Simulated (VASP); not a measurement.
# Pt (R-3m) in VASP: further runs

Pt is run at these levels: PBE; tasks: single point.

Everything below comes from runs of VASP 6.6.1. Logs are shortened: lines on timing, memory, paths and dates and some standing lists are left out, and cuts for length are marked.

## (1) The cell of the first run

The structure is trigonal, space group R-3m (No. 166). Conventional cell: a = 2.681 Å, b = 2.681 Å, c = 7.082 Å, α = 90.00°, β = 90.00°, γ = 120.00°. Pt (site symmetry -3m) has 12 Pt at 2.68 to 2.82 Å within 3.5 Å.

## (2) Single point, PBE

Input file INCAR:

```
SYSTEM = Pt
PREC = Accurate
ENCUT = 520
EDIFF = 1E-7
ISMEAR = 0
SIGMA = 0.15
LREAL = .False.
LASPH = .True.
NELM = 80
ALGO = Normal
ISIF = 2
LWAVE = .False.
LCHARG = .False.
GGA = PE
NBANDS = 11
```

Input file KPOINTS:

```
regular mesh
0
Gamma
  20 20 20
  0 0 0
```

Input file POSCAR:

```
Pt
1.0
    0.0992482356      1.9948895351      1.9948895351
    1.9948895351      0.0992482356      1.9948895351
    1.9948895351      1.9948895351      0.0992482356
Pt
1
Direct
    0.0000000000      0.0000000000      0.0000000000
```

Potentials or basis: VASP PAW PBE potentials, release 64 (Pt).

Started as:

```
$ cat potpaw_PBE.64/Pt/POTCAR > POTCAR
$ mpirun -np 1 vasp_std > vasp.out
```

OUTCAR:

```text
SYSTEM = Pt
   PREC = Accurate
   ENCUT = 520
   EDIFF = 1E-7
   ISMEAR = 0
   LREAL = .False.
   LASPH = .True.
   NELM = 80
   ISIF = 2
   GGA = PE

 ion  position               nearest neighbor table
   1  0.000  0.000  0.000-

  LATTYP: Found a trigonal (rhomboedric) cell.
 ALAT       =     2.8229450449
 COS(alpha) =     0.5490717164

  Lattice vectors:

 A1 = (   0.0992482356,   1.9948895351,   1.9948895351)
 A2 = (   1.9948895351,   0.0992482356,   1.9948895351)
 A3 = (   1.9948895351,   1.9948895351,   0.0992482356)

Analysis of symmetry for initial positions (statically):
=====================================================================
 Subroutine PRICEL returns:
 Original cell was already a primitive cell.

 Routine SETGRP: Setting up the symmetry group for a
 trigonal (rhombohedral) supercell.

 Subroutine GETGRP returns: Found 12 space group operations
 (whereof 12 operations were pure point group operations)
 out of a pool of 12 trial point group operations.

The static configuration has the point symmetry D_3d.

Analysis of symmetry for dynamics (positions and initial velocities):
=====================================================================
 Subroutine PRICEL returns:
 Original cell was already a primitive cell.

 Routine SETGRP: Setting up the symmetry group for a
 trigonal (rhombohedral) supercell.

 Subroutine GETGRP returns: Found 12 space group operations
 (whereof 12 operations were pure point group operations)
 out of a pool of 12 trial point group operations.

The dynamic configuration has the point symmetry D_3d.

 Subroutine INISYM returns: Found 12 space group operations
 (whereof 12 operations are pure point group operations),
 and found     1 'primitive' translations

----------------------------------------------------------------------------------------

                                     Primitive cell

  volume of cell :      14.6937

  direct lattice vectors                    reciprocal lattice vectors
     0.099248236  1.994889535  1.994889535    -0.270164995  0.257360967  0.257360967
     1.994889535  0.099248236  1.994889535     0.257360967 -0.270164995  0.257360967
     1.994889535  1.994889535  0.099248236     0.257360967  0.257360967 -0.270164995

  length of vectors
     2.822945045  2.822945045  2.822945045     0.453275258  0.453275258  0.453275258

  position of ions in fractional coordinates (direct lattice)
     0.000000000  0.000000000  0.000000000

  ion indices of the primitive-cell ions
   primitive index   ion index
                 1           1

----------------------------------------------------------------------------------------

 KPOINTS: regular mesh

Automatic generation of k-mesh.
 Grid dimensions read from file:
 generate k-points for:   20   20   20

 Generating k-lattice:

  Cartesian coordinates                     Fractional coordinates (reciprocal lattice)
    -0.013508250  0.012868048  0.012868048     0.050000000  0.000000000  0.000000000
     0.012868048 -0.013508250  0.012868048     0.000000000  0.050000000  0.000000000
     0.012868048  0.012868048 -0.013508250     0.000000000  0.000000000  0.050000000

  Length of vectors
     0.022663763  0.022663763  0.022663763

  Shift w.r.t. Gamma in fractional coordinates (k-lattice)
     0.000000000  0.000000000  0.000000000

 Subroutine IBZKPT returns following result:
 ===========================================

 Found    781 irreducible k-points:

 Following reciprocal coordinates:
            Coordinates               Weight
  0.000000  0.000000  0.000000      1.000000
  0.050000  0.000000  0.000000      6.000000
  0.100000  0.000000  0.000000      6.000000
  0.150000  0.000000  0.000000      6.000000
  0.200000  0.000000  0.000000      6.000000
  0.250000  0.000000  0.000000      6.000000
[... 16 lines left out ...]
 -0.400000  0.050000 -0.000000     12.000000
 -0.350000  0.050000  0.000000     12.000000
 [... further k-points ...]
   k-points           NKPTS =    781   k-points in BZ     NKDIM =    781   number of bands    NBANDS=     11
   number of dos      NEDOS =    301   number of ions     NIONS =      1
   total plane-waves  NPLWV =  13824
   dimension x,y,z NGX =    24 NGY =   24 NGZ =   24
   dimension x,y,z NGXF=    48 NGYF=   48 NGZF=   48
   ions per type =               1
   NGX,Y,Z   is equivalent  to a cutoff of  14.13, 14.13, 14.13 a.u.
   NGXF,Y,Z  is equivalent  to a cutoff of  28.27, 28.27, 28.27 a.u.
 SYSTEM =  Pt
   PREC   = accura    normal or accurate (medium, high low for compatibility)
   ISTART =      0    job   : 0-new  1-cont  2-samecut
   ICHARG =      2    charge: 1-file 2-atom 10-const
   ISPIN  =      1    spin polarized calculation?
   LNONCOLLINEAR =      F non collinear calculations
   LSORBIT =      F    spin-orbit coupling
   LASPH  =      T    aspherical Exc in radial PAW
   ENCUT  =  520.0 eV  38.22 Ry    6.18 a.u.   5.25  5.25  5.25*2*pi/ulx,y,z
   NELM   =     80;   NELMIN=  2; NELMDL= -5     # of ELM steps
   EDIFF  = 0.1E-06   stopping-criterion for ELM
   LREAL  =      F    real-space projection
   EDIFFG = 0.1E-05   stopping-criterion for IOM
   NSW    =      0    number of steps for IOM
   IBRION =     -1    ionic relax: 0-MD 1-quasi-New 2-CG
   NFREE  =      0    steps in history (QN), initial steepest desc. (CG)
   ISIF   =      2    stress and relaxation
   ISYM   =      2    0-nonsym 1-usesym 2-fastsym
   POTIM  = 0.5000    time-step for ionic-motion
   TEBEG  =    0.0;   TEEND  =   0.0 temperature during run
   PSTRESS=    0.0 pullay stress
   NELECT =      10.0000    total number of electrons
   NUPDOWN=      -1.0000    fix difference up-down
   EMIN   =  10.00;   EMAX   =-10.00  energy-range for DOS
   EFERMI =   0.00;   METHOD = LEGACY
   ISMEAR =     0;   SIGMA  =   0.15  broadening in eV -4-tet -1-fermi 0-gaus
   EFERMI_NEDOS =   21; number of points for ismear=-14 and -15
   IALGO  =     38    algorithm
   IMIX   =      4    mixing-type and parameters
     AMIX     =   0.40;   BMIX     =  1.00
     AMIX_MAG =   1.60;   BMIX_MAG =  1.00
  volume/ion in A,a.u.               =      14.69        99.16
  Fermi-wavevector in a.u.,A,eV,Ry     =   1.440005  2.721215 28.213244  2.073615
  Thomas-Fermi vector in A             =   2.558798
   LORBIT       =      0    0 simple, 1 ext, 2 COOP (PROOUT), +10 PAW based schemes
   GGA     = PE    functional components
   LHFCALC =     F    Hartree Fock is set to
   AEXX    =    0.0000 exact exchange contribution
   IVDW    =     0    specifies the selected vdW correction
   LEPSILON=     F    determine dielectric tensor
   LRPA    =     F    only Hartree local field effects (RPA)
 non-spin polarized calculation
 Gauss-broadening in eV      SIGMA  =   0.15
  energy-cutoff  :      520.00
  volume of cell :       14.69
 maximum number of plane-waves:       404
 NGX is ok and might be reduce to    24

 number of electron      10.0000000 magnetization

 Free energy of the ion-electron system (eV)
  ---------------------------------------------------
  ext. energy  EPLUGINS =         0.00000000
  ---------------------------------------------------
  free energy    TOTEN  =        -6.02371190 eV

  energy without entropy =       -6.00654157  energy(sigma->0) =       -6.01512674

 E-fermi :  11.7548     XC(G=0): -13.6404

 val. band max:       11.7544908866   @ k =  -0.2000   0.4500   0.2000
 cond. band min:      11.7580645241   @ k =   0.4500   0.4500   0.1500
 fundamental gap:      0.0035736375
 Fermi energy:        11.7547523326

 k-point     1 :       0.0000    0.0000    0.0000
  band No.  band energies     occupation
      1       1.2558      2.00000
      2       7.2134      2.00000
      3       8.0112      2.00000
      4       8.0112      2.00000
      5      10.1918      2.00000
      6      10.1918      2.00000
      7      26.1809      0.00000
      8      29.9958      0.00000
      9      32.3430      0.00000
     10      32.3430      0.00000
     11      36.9143      0.00000

 k-point     2 :       0.0500    0.0000    0.0000
  band No.  band energies     occupation
      1       1.3651      2.00000
      2       7.2554      2.00000
      3       7.9551      2.00000
      4       8.0751      2.00000
      5      10.1500      2.00000
      6      10.1572      2.00000
      7      26.3624      0.00000
      8      30.0972      0.00000
      9      31.7809      0.00000
     10      32.4945      0.00000
     11      37.6108      0.00000

 k-point     3 :       0.1000    0.0000    0.0000
  band No.  band energies     occupation
      1       1.6849      2.00000
      2       7.3683      2.00000
      3       7.8074      2.00000
      4       8.2571      2.00000
      5      10.0442      2.00000
      6      10.0663      2.00000
      7      26.8659      0.00000
      8      29.8561      0.00000
      9      31.2433      0.00000
     10      32.9368      0.00000
     11      38.7124      0.00000

 k-point     4 :       0.1500    0.0000    0.0000
  band No.  band energies     occupation
      1       2.1877      2.00000
      2       7.4877      2.00000
      3       7.6490      2.00000
      4       8.5188      2.00000
      5       9.9326      2.00000
      6       9.9649      2.00000
      7      27.5188      0.00000
      8      28.6805      0.00000
      9      31.8516      0.00000
     10      33.6311      0.00000
     11      37.8756      0.00000
[... 239 lines left out ...]
 k-point    22 :      -0.4500    0.0500   -0.0000
  band No.  band energies     occupation
      1       4.2973      2.00000
      2       7.2236      2.00000
      3       8.2788      2.00000
      4      10.5379      2.00000
      5      11.5272      1.96807
      6      12.8049      0.00000
      7      18.5147      0.00000
      8      25.9391      0.00000
      9      29.9843      0.00000
     10      31.1428      0.00000
     11      39.5816      0.00000

 k-point    23 :      -0.4000    0.0500   -0.0000
  band No.  band energies     occupation
      1       4.3097      2.00000
      2       7.3015      2.00000
      3       8.3521      2.00000
      4       9.8314      2.00000
      5      11.2027      2.00000
      6      12.3887      0.00000
      7      19.7851      0.00000
      8      26.2465      0.00000
      9      30.5081      0.00000
     10      31.7595      0.00000
     11      38.4585      0.00000

 k-point    24 :      -0.3500    0.0500    0.0000
  band No.  band energies     occupation
      1       4.2874      2.00000
      2       7.4253      2.00000
      3       8.4760      2.00000
      4       8.8719      2.00000
      5      10.7446      2.00000
      6      11.8426      0.40762
      7      21.5349      0.00000
      8      26.8203      0.00000
      9      31.3640      0.00000
     10      32.8787      0.00000
     11      36.9605      0.00000

 [... further k-points ...]

------------------------ aborting loop because EDIFF is reached ----------------------------------------

  FORCE on cell =-STRESS in cart. coord.  units (eV):
  Direction    XX          YY          ZZ          XY          YZ          ZX
  --------------------------------------------------------------------------------------
  -------------------------------------------------------------------------------------
  Total        1.8254130      1.8254130      1.8254130     -0.5063403     -0.5063403     -0.5063403
  in kB      199.0395478    199.0395478    199.0395478    -55.2103768    -55.2103768    -55.2103768
  external PRESSURE =     199.0395478 kB  Pullay stress =       0.0000000 kB

 VOLUME and BASIS-vectors are now :
 -----------------------------------------------------------------------------
  energy-cutoff  :      520.00
  volume of cell :       14.69
      direct lattice vectors                 reciprocal lattice vectors
     0.099248236  1.994889535  1.994889535    -0.270164995  0.257360967  0.257360967
     1.994889535  0.099248236  1.994889535     0.257360967 -0.270164995  0.257360967
     1.994889535  1.994889535  0.099248236     0.257360967  0.257360967 -0.270164995

 POSITION                                       TOTAL-FORCE (eV/Angst)
 -----------------------------------------------------------------------------------
      0.00000      0.00000      0.00000         0.000000     -0.000000      0.000000
 -----------------------------------------------------------------------------------
    total drift:                               -0.000000     -0.000000     -0.000000

  FREE ENERGIE OF THE ION-ELECTRON SYSTEM (eV)
  ---------------------------------------------------
  free  energy   TOTEN  =        -6.0237119019 eV

  energy  without entropy=       -6.0065415717  energy(sigma->0) =       -6.01512674
```

Wall time 39 s (1 thread of Intel Xeon 6975P-C (Granite Rapids), shared host); peak memory 0.25 GiB.

Results:

```yaml
Free_energy: -6.0237 eV
Pressure: 19.9 GPa
Band_gap_on_the_k_mesh: zero (band 5 reaches 12.42 eV, above the bottom of band 6 at 9.96 eV)
```

Caveat: spin-orbit coupling is left out, which moves the levels of the heavy elements.

## (3) Single point, PBE

This run uses another cell than the first one, of the same volume but with other edges.

Input file INCAR:

```
ALGO = Normal
EDIFF = 1E-7
ENCUT = 520
GGA = PE
ISIF = 2
ISMEAR = 0
LASPH = True
LCHARG = False
LREAL = False
LWAVE = False
NBANDS = 11
NELM = 60
PREC = Accurate
SIGMA = 0.15
```

Input file KPOINTS:

```
k-points
0
Gamma
  20 20 20
```

Input file POSCAR:

```
Pt
1.0
   -0.0992482356      1.8956412995      1.8956412995
    1.8956412995     -0.0992482356      1.8956412995
    1.8956412995      1.8956412995     -0.0992482356
Pt
1
Direct
    0.0000000000      0.0000000000      0.0000000000
```

Potentials or basis: VASP PAW PBE potentials, release 64 (Pt).

Started as:

```
$ cat potpaw_PBE.64/Pt/POTCAR > POTCAR
$ mpirun -np 1 vasp_std > vasp.out
```

Run time: 37 s. Hardware: 1 thread of Intel Xeon 6975P-C (Granite Rapids), shared host; peak memory 0.24 GiB.

Results (log left out):

- Free energy: -6.0234 eV
- Pressure: 19.8 GPa
- Band gap on the k mesh: zero (band 5 reaches 12.49 eV, above the bottom of band 6 at 9.71 eV)

Stress tensor (GPa, compression positive):
```
19.83  5.26  5.26
 5.26 19.83  5.26
 5.26  5.26 19.83
```

Levels at points of the mesh, in eV from the Fermi level:
```
           k point  band 1  band 2  band 3  band 4  band 5  band 6  band 7  band 8  band 9  band 10
(0.00, 0.00, 0.00)  -10.50   -4.38   -4.38   -3.26   -1.59   -1.59   14.50   18.92   18.92    21.52
(0.50, 0.00, 0.00)   -7.67   -4.59   -3.33   -0.78   -0.33    0.21    5.78   14.37   18.79    20.38
(0.50, 0.50, 0.00)   -7.38   -6.90   -0.11    0.43    0.72    1.78    9.27   10.55   12.53    20.33
(0.50, 0.50, 0.50)   -7.44   -4.16   -4.16    0.19    0.30    0.30    7.25   13.56   18.07    18.07
```

Caveat: spin-orbit coupling is left out, which moves the levels of the heavy elements.
